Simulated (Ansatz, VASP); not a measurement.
# Ta6Mo in VASP and in Ansatz

File INCAR:

```
SYSTEM = Ta6Mo
PREC = Accurate
ENCUT = 520
EDIFF = 1E-7
ISMEAR = 0
SIGMA = 0.2
LREAL = .False.
LASPH = .True.
NELM = 80
ALGO = Fast
ISIF = 2
LWAVE = .False.
LCHARG = .True.
GGA = PE
LELF = .True.
LVHAR = .True.
NBANDS = 49
```

Contents of KPOINTS:

```
Automatic mesh
0
Gamma
  6 6 6
  0 0 0
```

File POSCAR:

```
Ta6Mo
1.0
   -2.3355860055      4.0453536270      0.0000000000
   -4.6711720111      0.0000000000      0.0000000000
   -2.3355860055      1.3484512090      6.6183189211
Ta Mo
6 1
Direct
    0.1408345723      0.1408345723      0.5774962830
    0.4302247268      0.4302247268      0.7093258195
    0.8591654277      0.8591654277      0.4225037170
    0.5697752732      0.5697752732      0.2906741805
    0.2872855090      0.2872855090      0.1381434730
    0.7127144910      0.7127144910      0.8618565270
    1.0000000000      1.0000000000      0.0000000000
```

Input for Ansatz:

```yaml
crystal:
  lattice:
    - [-2.3355860055, 4.045353627, 0.0]
    - [-4.6711720111, 0.0, 0.0]
    - [-2.3355860055, 1.348451209, 6.6183189211]
  atoms:
    - { symbol: Ta, position: [0.1408345723, 0.1408345723, 0.577496283] }
    - { symbol: Ta, position: [0.4302247268, 0.4302247268, 0.7093258195] }
    - { symbol: Ta, position: [0.8591654277, 0.8591654277, 0.422503717] }
    - { symbol: Ta, position: [0.5697752732, 0.5697752732, 0.2906741805] }
    - { symbol: Ta, position: [0.287285509, 0.287285509, 0.138143473] }
    - { symbol: Ta, position: [0.712714491, 0.712714491, 0.861856527] }
    - { symbol: Mo, position: [1.0, 1.0, 0.0] }
basis:
  ecutwfc: 420
kpoints:
  mp_grid: { grid: [6, 6, 6] }
hamiltonian:
  xc: pbe
scf:
  occupations: { method: gaussian, width: 0.2 }
  lower_state_search: "off"
output:
  forces: true
  stress: true
  eigenvalues: true
```

Alike in both runs: task single point; functional PBE; k mesh 6 × 6 × 6; occupations gaussian, width 0.2 eV; no spin polarisation.

```csv
,VASP,Ansatz
version,VASP 6.6.1,Ansatz 0.2.0
potentials or method,"VASP PAW PBE potentials, release 64 (Ta_pv, Mo_sv), cutoff 520 eV","scalar-relativistic, plane waves, PAW"
valence electrons in the cell,80,92
```

|  | VASP | Ansatz | Ansatz less VASP |
| --- | --- | --- | --- |
| gap on the k mesh at the Fermi level (eV) | none | none | - |
| pressure (GPa) | 0.3 | 0.2 | -0.15 |
| rms of the force components (eV/Å) | 0.012 | 0.010 | -0.0016 |

Atom by atom the forces differ by 0.002 eV/Å (rms over components). A gap of «none» marks a metal or a gap that the smearing closes. VASP's potentials hold 80 valence electrons a cell and Ansatz's 92, so a difference there can come from the potentials and not from the codes.

Neither program's run includes spin-orbit coupling.
